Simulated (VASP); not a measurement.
# Ag in VASP: notebook, part 2 of 2

VASP 6.6.1.

### 3 Single point, PBE

The input, INCAR:

```
  ALGO = Normal
  DIPOL = 0.5 0.5 0.500
  EDIFF = 1E-6
  ENCUT = 520
  GGA = PE
  IDIPOL = 3
  ISIF = 2
  ISMEAR = -1
  LASPH = T
  LCHARG = T
  LDIPOL = T
  LELF = T
  LREAL = F
  LVACPOTAV = T
  LVHAR = T
  LWAVE = F
  NBANDS = 48
  NELM = 100
  PREC = Accurate
  SIGMA = 0.05
```

The input, KPOINTS:

```
k-points
0
Gamma
  10 10 1
```

The input, POSCAR:

```
Ag
1.0
    2.9299980804      0.0000000000      0.0000000000
   -1.4649990402      2.5374527707      0.0000000000
    0.0000000000      0.0000000000     29.3700000000
Ag
7
Direct
    0.6666666667      0.3333333334      0.2553626149
    0.3333333333      0.6666666666      0.3369084099
    0.6666666667      0.3333333334      0.4184542050
    0.3333333333      0.6666666666      0.5000000000
    0.6666666667      0.3333333334      0.5815457950
    0.3333333333      0.6666666666      0.6630915901
    0.6666666667      0.3333333334      0.7446373851
```

Potentials or basis: VASP PAW PBE potentials, release 64 (Ag).

The run is started by

```bash
cat potpaw_PBE.64/Ag/POTCAR > POTCAR
mpirun -np 1 vasp_std > vasp.out
```

OUTCAR:

```text
EDIFF = 1E-6
   ENCUT = 520
   GGA = PE
   ISIF = 2
   ISMEAR = -1
   LASPH = T
   LREAL = F
   NELM = 100
   PREC = Accurate

 ion  position               nearest neighbor table
   1  0.667  0.333  0.255-   2 2.93   2 2.93   2 2.93
   2  0.333  0.667  0.337-   1 2.93   1 2.93   1 2.93   3 2.93   3 2.93   3 2.93
   3  0.667  0.333  0.418-   4 2.93   4 2.93   4 2.93   2 2.93   2 2.93   2 2.93
   4  0.333  0.667  0.500-   3 2.93   5 2.93   3 2.93   5 2.93   3 2.93   5 2.93
   5  0.667  0.333  0.582-   4 2.93   4 2.93   4 2.93   6 2.93   6 2.93   6 2.93
   6  0.333  0.667  0.663-   7 2.93   7 2.93   7 2.93   5 2.93   5 2.93   5 2.93
   7  0.667  0.333  0.745-   6 2.93   6 2.93   6 2.93

  LATTYP: Found a hexagonal cell.
 ALAT       =     2.9299980804
 C/A-ratio  =    10.0238973522

  Lattice vectors:

 A1 = (   2.9299980804,   0.0000000000,   0.0000000000)
 A2 = (  -1.4649990402,   2.5374527707,   0.0000000000)
 A3 = (   0.0000000000,   0.0000000000,  29.3700000000)

Analysis of symmetry for initial positions (statically):
=====================================================================
 Subroutine PRICEL returns:
 Original cell was already a primitive cell.

 Routine SETGRP: Setting up the symmetry group for a
 hexagonal supercell.

 Subroutine GETGRP returns: Found 12 space group operations
 (whereof 12 operations were pure point group operations)
 out of a pool of 24 trial point group operations.

The static configuration has the point symmetry D_3h.

Analysis of symmetry for dynamics (positions and initial velocities):
=====================================================================
 Subroutine PRICEL returns:
 Original cell was already a primitive cell.

 Routine SETGRP: Setting up the symmetry group for a
 hexagonal supercell.

 Subroutine GETGRP returns: Found 12 space group operations
 (whereof 12 operations were pure point group operations)
 out of a pool of 24 trial point group operations.

The dynamic configuration has the point symmetry D_3h.

 Subroutine INISYM returns: Found 12 space group operations
[... 122 lines left out ...]
   LHFCALC =     F    Hartree Fock is set to
   AEXX    =    0.0000 exact exchange contribution
   IVDW    =     0    specifies the selected vdW correction
   LEPSILON=     F    determine dielectric tensor
   LRPA    =     F    only Hartree local field effects (RPA)
 non-spin polarized calculation
  energy-cutoff  :      520.00
  volume of cell :      218.36
 maximum number of plane-waves:      5989
 NGX is ok and might be reduce to    24
   NGX = 11   NGY = 11   NGZ =109

 number of electron      77.0000019 magnetization

 dipolmoment           0.000000      0.000000     -0.000000 electrons x Angstroem

 Free energy of the ion-electron system (eV)
  ---------------------------------------------------
  ext. energy  EPLUGINS =         0.00000000
  ---------------------------------------------------
  free energy    TOTEN  =       -18.29941474 eV

  energy without entropy =      -18.28517898  energy(sigma->0) =      -18.29229686

 E-fermi :   2.6606     XC(G=0):  -7.3872

 val. band max:        2.5912149862   @ k =   0.4000   0.1000   0.0000
 cond. band min:       2.6642493382   @ k =   0.1000  -0.0000   0.0000
 fundamental gap:      0.0730343520
 Fermi energy:         2.6606091586

 k-point     1 :       0.0000    0.0000    0.0000
  band No.  band energies     occupation
      1      -4.6835      2.00000
      2      -4.3044      2.00000
      3      -3.8127      2.00000
      4      -3.4656      2.00000
      5      -3.4064      2.00000
      6      -3.3157      2.00000
[... 703 lines left out ...]
     47       8.1790      0.00000
     48       8.6909      0.00000

------------------------ aborting loop because EDIFF is reached ----------------------------------------

  FORCE on cell =-STRESS in cart. coord.  units (eV):
  Direction    XX          YY          ZZ          XY          YZ          ZX
  --------------------------------------------------------------------------------------
  -------------------------------------------------------------------------------------
  Total       -0.3367157     -0.3367157     -0.8172463      0.0000000      0.0000000      0.0000000
  in kB       -2.4706131     -2.4706131     -5.9964513      0.0000000      0.0000000      0.0000000
  external PRESSURE =      -3.6458925 kB  Pullay stress =       0.0000000 kB

 VOLUME and BASIS-vectors are now :
 -----------------------------------------------------------------------------
  energy-cutoff  :      520.00
  volume of cell :      218.36
      direct lattice vectors                 reciprocal lattice vectors
     2.929998080  0.000000000  0.000000000     0.341297152  0.197048003  0.000000000
    -1.464999040  2.537452771  0.000000000     0.000000000  0.394096005  0.000000000
     0.000000000  0.000000000 29.370000000     0.000000000  0.000000000  0.034048349

 POSITION                                       TOTAL-FORCE (eV/Angst)
 -----------------------------------------------------------------------------------
      1.46500      0.84582      7.50000         0.000000     -0.000000      0.051765
     -0.00000      1.69164      9.89500         0.000000      0.000000      0.026441
      1.46500      0.84582     12.29000        -0.000000      0.000000     -0.049706
     -0.00000      1.69164     14.68500        -0.000000     -0.000000      0.000000
      1.46500      0.84582     17.08000        -0.000000     -0.000000      0.049706
     -0.00000      1.69164     19.47500         0.000000      0.000000     -0.026441
      1.46500      0.84582     21.87000         0.000000     -0.000000     -0.051765
 -----------------------------------------------------------------------------------
    total drift:                               -0.000000     -0.000000      0.000000

  FREE ENERGIE OF THE ION-ELECTRON SYSTEM (eV)
  ---------------------------------------------------
  free  energy   TOTEN  =       -18.2994147397 eV

  energy  without entropy=      -18.2851789765  energy(sigma->0) =      -18.29229686

 vacuum level on the upper side and lower side of the slab         7.003         7.003
```

Run time: 2.8 min. Hardware: 1 thread of Intel Xeon Platinum 8488C (Sapphire Rapids), shared host; peak memory 0.38 GiB.

Results:

```
Free energy   : -18.2994 eV
Largest force : 0.052 eV/Å
```

Forces on the atoms (eV/Å):
```
Ag   0.000  0.000  0.052
Ag   0.000  0.000  0.026
Ag   0.000  0.000 -0.050
Ag   0.000  0.000  0.000
Ag   0.000  0.000  0.050
Ag   0.000  0.000 -0.026
Ag   0.000  0.000 -0.052
```

Levels at points of the mesh, in eV from the Fermi level:
```
           k point  band 36  band 37  band 38  band 39  band 40  band 41  band 42  band 43
(0.00, 0.00, 0.00)    -3.24    -3.14    -3.14    -3.11    -3.11    -1.95    -0.43     0.09
(0.50, 0.00, 0.00)     0.13     0.27     0.55     0.98     1.27     1.43     1.46     4.11
```
